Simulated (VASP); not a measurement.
# H (P4/mmm) in VASP: single point with LDA

Aim: the single point of H with LDA.

Everything below comes from runs of VASP 6.6.1. Logs are shortened: lines on timing, memory, paths and dates and some standing lists are left out, and cuts for length are marked.

## 1. The cell of the first run

It takes space group P4/mmm (No. 123, tetragonal). Conventional cell: a = 2.650 Å, b = 2.650 Å, c = 0.980 Å, α = 90.00°, β = 90.00°, γ = 90.00°. Within 1.3 Å of H (site symmetry 4/mmm) lie 2 H at 0.98 Å.

## 2. Single point, LDA

INCAR reads:

```
ALGO = Normal ; EDIFF = 1E-6
ENCUT = 500 ; GGA = CA
GGA_COMPAT = False ; ISIF = 2
ISMEAR = 0 ; LASPH = True
LCHARG = False ; LREAL = False
LWAVE = False ; NBANDS = 6
NELM = 120 ; PREC = Accurate
SIGMA = 0.05
```

KPOINTS reads:

```
k-points
0
Gamma
  12 12 30
```

POSCAR reads:

```
H
1.0
    2.6496387389      0.0000000000      0.0000000000
    0.0000000000      2.6496387389      0.0000000000
    0.0000000000      0.0000000000      0.9804929200
H
1
Direct
    0.0000000000      0.0000000000      0.5000000000
```

Potentials or basis: VASP PAW LDA potentials, release 64 (H).

Command:

```sh
$ cat potpaw_LDA.64/H/POTCAR > POTCAR
$ mpirun -np 1 vasp_std > vasp.out
```

OUTCAR:

```text
EDIFF = 1E-6
   ENCUT = 500
   GGA = CA
   ISIF = 2
   ISMEAR = 0
   LASPH = True
   LREAL = False
   NELM = 120
   PREC = Accurate

 ion  position               nearest neighbor table
   1  0.000  0.000  0.500-

  LATTYP: Found a simple tetragonal cell.
 ALAT       =     2.6496387389
 C/A-ratio  =     0.3700477750

  Lattice vectors:

 A1 = (   2.6496387389,   0.0000000000,   0.0000000000)
 A2 = (   0.0000000000,   2.6496387389,   0.0000000000)
 A3 = (   0.0000000000,   0.0000000000,   0.9804929200)

Analysis of symmetry for initial positions (statically):
=====================================================================
 Subroutine PRICEL returns:
 Original cell was already a primitive cell.

 Routine SETGRP: Setting up the symmetry group for a
 simple tetragonal supercell.

 Subroutine GETGRP returns: Found 16 space group operations
 (whereof 16 operations were pure point group operations)
 out of a pool of 16 trial point group operations.

The static configuration has the point symmetry D_4h.

Analysis of symmetry for dynamics (positions and initial velocities):
=====================================================================
 Subroutine PRICEL returns:
 Original cell was already a primitive cell.

 Routine SETGRP: Setting up the symmetry group for a
 simple tetragonal supercell.

 Subroutine GETGRP returns: Found 16 space group operations
 (whereof 16 operations were pure point group operations)
 out of a pool of 16 trial point group operations.

The dynamic configuration has the point symmetry D_4h.

 Subroutine INISYM returns: Found 16 space group operations
 (whereof 16 operations are pure point group operations),
 and found     1 'primitive' translations

----------------------------------------------------------------------------------------

                                     Primitive cell

  volume of cell :       6.8836

  direct lattice vectors                    reciprocal lattice vectors
     2.649638739  0.000000000  0.000000000     0.377409941  0.000000000  0.000000000
     0.000000000  2.649638739  0.000000000     0.000000000  0.377409941  0.000000000
     0.000000000  0.000000000  0.980492920     0.000000000  0.000000000  1.019895177

  length of vectors
     2.649638739  2.649638739  0.980492920     0.377409941  0.377409941  1.019895177

  position of ions in fractional coordinates (direct lattice)
     0.000000000  0.000000000  0.500000000

  ion indices of the primitive-cell ions
   primitive index   ion index
                 1           1

----------------------------------------------------------------------------------------

 KPOINTS: k-points

Automatic generation of k-mesh.
 Grid dimensions read from file:
 generate k-points for:   12   12   30

 Generating k-lattice:

  Cartesian coordinates                     Fractional coordinates (reciprocal lattice)
     0.031450828  0.000000000  0.000000000     0.083333333  0.000000000  0.000000000
     0.000000000  0.031450828  0.000000000     0.000000000  0.083333333  0.000000000
     0.000000000  0.000000000  0.033996506     0.000000000  0.000000000  0.033333333

  Length of vectors
     0.031450828  0.031450828  0.033996506

  Shift w.r.t. Gamma in fractional coordinates (k-lattice)
     0.000000000  0.000000000  0.000000000

 Subroutine IBZKPT returns following result:
 ===========================================

 Found    448 irreducible k-points:

 Following reciprocal coordinates:
            Coordinates               Weight
  0.000000  0.000000  0.000000      1.000000
  0.083333  0.000000  0.000000      4.000000
  0.166667  0.000000  0.000000      4.000000
  0.250000  0.000000  0.000000      4.000000
  0.333333  0.000000  0.000000      4.000000
  0.416667  0.000000  0.000000      4.000000
[... 16 lines left out ...]
  0.333333  0.333333  0.000000      4.000000
  0.416667  0.333333  0.000000      8.000000
 [... further k-points ...]
   k-points           NKPTS =    448   k-points in BZ     NKDIM =    448   number of bands    NBANDS=      6
   number of dos      NEDOS =    301   number of ions     NIONS =      1
   total plane-waves  NPLWV =   3200
   dimension x,y,z NGX =    20 NGY =   20 NGZ =    8
   dimension x,y,z NGXF=    40 NGYF=   40 NGZF=   16
   ions per type =               1
   NGX,Y,Z   is equivalent  to a cutoff of  12.55, 12.55, 13.56 a.u.
   NGXF,Y,Z  is equivalent  to a cutoff of  25.10, 25.10, 27.13 a.u.
 SYSTEM =  unknown system
   PREC   = accura    normal or accurate (medium, high low for compatibility)
   ISTART =      0    job   : 0-new  1-cont  2-samecut
   ICHARG =      2    charge: 1-file 2-atom 10-const
   ISPIN  =      1    spin polarized calculation?
   LNONCOLLINEAR =      F non collinear calculations
   LSORBIT =      F    spin-orbit coupling
   LASPH  =      T    aspherical Exc in radial PAW
   ENCUT  =  500.0 eV  36.75 Ry    6.06 a.u.   4.83  4.83  1.79*2*pi/ulx,y,z
   NELM   =    120;   NELMIN=  2; NELMDL= -5     # of ELM steps
   EDIFF  = 0.1E-05   stopping-criterion for ELM
   LREAL  =      F    real-space projection
   EDIFFG = 0.1E-04   stopping-criterion for IOM
   NSW    =      0    number of steps for IOM
   IBRION =     -1    ionic relax: 0-MD 1-quasi-New 2-CG
   NFREE  =      0    steps in history (QN), initial steepest desc. (CG)
   ISIF   =      2    stress and relaxation
   ISYM   =      2    0-nonsym 1-usesym 2-fastsym
   POTIM  = 0.5000    time-step for ionic-motion
   TEBEG  =    0.0;   TEEND  =   0.0 temperature during run
   PSTRESS=    0.0 pullay stress
   NELECT =       1.0000    total number of electrons
   NUPDOWN=      -1.0000    fix difference up-down
   EMIN   =  10.00;   EMAX   =-10.00  energy-range for DOS
   EFERMI =   0.00;   METHOD = LEGACY
   ISMEAR =     0;   SIGMA  =   0.05  broadening in eV -4-tet -1-fermi 0-gaus
   EFERMI_NEDOS =   21; number of points for ismear=-14 and -15
   IALGO  =     38    algorithm
   IMIX   =      4    mixing-type and parameters
     AMIX     =   0.40;   BMIX     =  1.00
     AMIX_MAG =   1.60;   BMIX_MAG =  1.00
  volume/ion in A,a.u.               =       6.88        46.45
  Fermi-wavevector in a.u.,A,eV,Ry     =   0.860602  1.626302 10.076956  0.740635
  Thomas-Fermi vector in A             =   1.978131
   LORBIT       =      0    0 simple, 1 ext, 2 COOP (PROOUT), +10 PAW based schemes
   GGA     = CA    functional components
   LHFCALC =     F    Hartree Fock is set to
   AEXX    =    0.0000 exact exchange contribution
   IVDW    =     0    specifies the selected vdW correction
   LEPSILON=     F    determine dielectric tensor
   LRPA    =     F    only Hartree local field effects (RPA)
 non-spin polarized calculation
 Gauss-broadening in eV      SIGMA  =   0.05
  energy-cutoff  :      500.00
  volume of cell :        6.88
 maximum number of plane-waves:       184
 NGX is ok and might be reduce to    20
   NGX =  9   NGY =  9   NGZ =  3

 number of electron       0.9999999 magnetization

 Free energy of the ion-electron system (eV)
  ---------------------------------------------------
  ext. energy  EPLUGINS =         0.00000000
  ---------------------------------------------------
  free energy    TOTEN  =        -3.12917227 eV

  energy without entropy =       -3.12906266  energy(sigma->0) =       -3.12911746

 E-fermi :  -1.4987     XC(G=0):  -7.4186

 val. band max:       -1.4997043620   @ k =   0.5000   0.4167   0.2333
 cond. band min:      -1.4971960977   @ k =   0.0833   0.0000   0.2667
 fundamental gap:      0.0025082643
 Fermi energy:        -1.4986571873

 k-point     1 :       0.0000    0.0000    0.0000
  band No.  band energies     occupation
      1     -12.5909      2.00000
      2       7.7585      0.00000
      3      13.7974      0.00000
      4      13.7974      0.00000
      5      16.4719      0.00000
      6      34.1237      0.00000

 k-point     2 :       0.0833    0.0000    0.0000
  band No.  band energies     occupation
      1     -12.5063      2.00000
      2       7.0762      0.00000
      3      13.1603      0.00000
      4      13.9281      0.00000
      5      18.2596      0.00000
      6      31.5951      0.00000

 k-point     3 :       0.1667    0.0000    0.0000
  band No.  band energies     occupation
      1     -12.2648      2.00000
      2       5.4386      0.00000
      3      12.8783      0.00000
      4      14.3146      0.00000
      5      21.5832      0.00000
      6      28.7075      0.00000

 k-point     4 :       0.2500    0.0000    0.0000
  band No.  band energies     occupation
      1     -11.9045      2.00000
      2       3.5934      0.00000
      3      13.1437      0.00000
      4      14.9353      0.00000
      5      25.4067      0.00000
      6      26.2760      0.00000

 k-point     5 :       0.3333    0.0000    0.0000
  band No.  band energies     occupation
      1     -11.5004      2.00000
      2       2.0017      0.00000
      3      13.6699      0.00000
      4      15.7305      0.00000
      5      24.0482      0.00000
      6      24.7675      0.00000
[... 136 lines left out ...]
 k-point    21 :       0.4167    0.2500    0.0000
  band No.  band energies     occupation
      1     -10.5910      2.00000
      2       2.1251      0.00000
      3       7.3335      0.00000
      4      13.6465      0.00000
      5      26.4637      0.00000
      6      34.6932      0.00000

 k-point    22 :       0.5000    0.2500    0.0000
  band No.  band energies     occupation
      1     -10.4730      2.00000
      2       1.8011      0.00000
      3       7.6303      0.00000
      4      12.9861      0.00000
      5      26.8524      0.00000
      6      34.1133      0.00000

 k-point    23 :       0.3333    0.3333    0.0000
  band No.  band energies     occupation
      1     -10.5439      2.00000
      2       3.2653      0.00000
      3       5.6446      0.00000
      4      13.0084      0.00000
      5      28.5531      0.00000
      6      33.5539      0.00000

 k-point    24 :       0.4167    0.3333    0.0000
  band No.  band energies     occupation
      1     -10.2635      2.00000
      2       2.9780      0.00000
      3       5.6621      0.00000
      4      11.2839      0.00000
      5      30.3610      0.00000
      6      37.0011      0.00000

 [... further k-points ...]

------------------------ aborting loop because EDIFF is reached ----------------------------------------

  FORCE on cell =-STRESS in cart. coord.  units (eV):
  Direction    XX          YY          ZZ          XY          YZ          ZX
  --------------------------------------------------------------------------------------
  -------------------------------------------------------------------------------------
  Total       -0.0210400     -0.0210400      0.2023256      0.0000000      0.0000000      0.0000000
  in kB       -4.8970936     -4.8970936     47.0916095      0.0000000      0.0000000      0.0000000
  external PRESSURE =      12.4324741 kB  Pullay stress =       0.0000000 kB

 VOLUME and BASIS-vectors are now :
 -----------------------------------------------------------------------------
  energy-cutoff  :      500.00
  volume of cell :        6.88
      direct lattice vectors                 reciprocal lattice vectors
     2.649638739  0.000000000  0.000000000     0.377409941  0.000000000  0.000000000
     0.000000000  2.649638739  0.000000000     0.000000000  0.377409941  0.000000000
     0.000000000  0.000000000  0.980492920     0.000000000  0.000000000  1.019895177

 POSITION                                       TOTAL-FORCE (eV/Angst)
 -----------------------------------------------------------------------------------
      0.00000      0.00000      0.49025         0.000000      0.000000      0.000000
 -----------------------------------------------------------------------------------
    total drift:                               -0.000000      0.000000      0.000000

  FREE ENERGIE OF THE ION-ELECTRON SYSTEM (eV)
  ---------------------------------------------------
  free  energy   TOTEN  =        -3.1291722694 eV

  energy  without entropy=       -3.1290626591  energy(sigma->0) =       -3.12911746
```

It took 5.2 s on 1 thread of Intel Xeon 6975P-C (Granite Rapids), shared host; peak memory 0.11 GiB.

Results:

- Free energy: -3.1292 eV
- Pressure: 1.2 GPa
- Band gap on the k mesh: zero (an odd number of electrons rules out a gap without spin polarisation)
